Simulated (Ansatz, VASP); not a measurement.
**Two plane-wave programs on Cd2TeO3**

Contents of INCAR:

```
ALGO = Normal
EDIFF = 1E-6
EDIFFG = -0.04
ENCUT = 600
GGA = PE
IBRION = 2
ISIF = 3
ISMEAR = 0
LASPH = True
LCHARG = False
LREAL = False
LWAVE = False
NELM = 80
NSW = 90
PREC = Accurate
SIGMA = 0.1
```

Contents of KPOINTS:

```
k-points
0
Gamma
  6 6 6
```

Contents of POSCAR:

```
Cd2TeO3
1.0
    5.6695373692      0.0000000000      0.0000000000
   -2.8347686846      4.9099633894      0.0000000000
    0.0000000000      0.0000000000      3.2630653112
Cd Te O
2 1 3
Direct
    0.3333333333      0.6666666667      0.5000000000
    0.6666666667      0.3333333333      0.5000000000
    0.0000000000      0.0000000000      0.0000000000
    0.5000000000      0.0000000000      0.0000000000
    0.0000000000      0.5000000000      0.0000000000
    0.5000000000      0.5000000000      0.0000000000
```

Input for Ansatz:

```yaml
crystal:
  lattice:
    - [5.6695373692, 0.0, 0.0]
    - [-2.8347686846, 4.9099633894, 0.0]
    - [0.0, 0.0, 3.2630653112]
  atoms:
    - { symbol: Cd, position: [0.3333333333, 0.6666666667, 0.5] }
    - { symbol: Cd, position: [0.6666666667, 0.3333333333, 0.5] }
    - { symbol: Te, position: [0.0, 0.0, 0.0] }
    - { symbol: O, position: [0.5, 0.0, 0.0] }
    - { symbol: O, position: [0.0, 0.5, 0.0] }
    - { symbol: O, position: [0.5, 0.5, 0.0] }
basis:
  ecutwfc: 420
kpoints:
  mp_grid: { grid: [6, 6, 6] }
hamiltonian:
  xc: pbe
scf:
  occupations: { method: gaussian, width: 0.1 }
  lower_state_search: "off"
output:
  forces: true
  stress: true
  eigenvalues: true
relax:
  adjacent_minimum: "off"
  f_tol: 0.04
  max_steps: 70
  cell: { stress_tol: 0.4 }
```

Alike in both runs: task relaxation of cell and atoms; functional PBE; k mesh 6 × 6 × 6; occupations gaussian, width 0.1 eV; no spin polarisation.

```csv
,VASP,Ansatz
version,VASP 6.6.1,Ansatz 0.2.0
potentials or method,"VASP PAW PBE potentials, release 64 (Cd, Te, O), cutoff 600 eV","scalar-relativistic, plane waves, PAW"
valence electrons in the cell,48,74
```

```csv
,VASP,Ansatz,Ansatz less VASP
"gap on the k mesh at the Fermi level, each at its own relaxed structure (eV)",none,none,-
relaxed volume (Å³/atom),15.39,15.25,-0.145
relaxed length of the cell vector where the two differ most in proportion (Å),5.789,5.763,-0.0255
```

A gap of «none» marks a metal or a gap that the smearing closes. VASP's potentials hold 48 valence electrons a cell and Ansatz's 74, so a difference there can come from the potentials and not from the codes.

Spin-orbit coupling is off throughout.
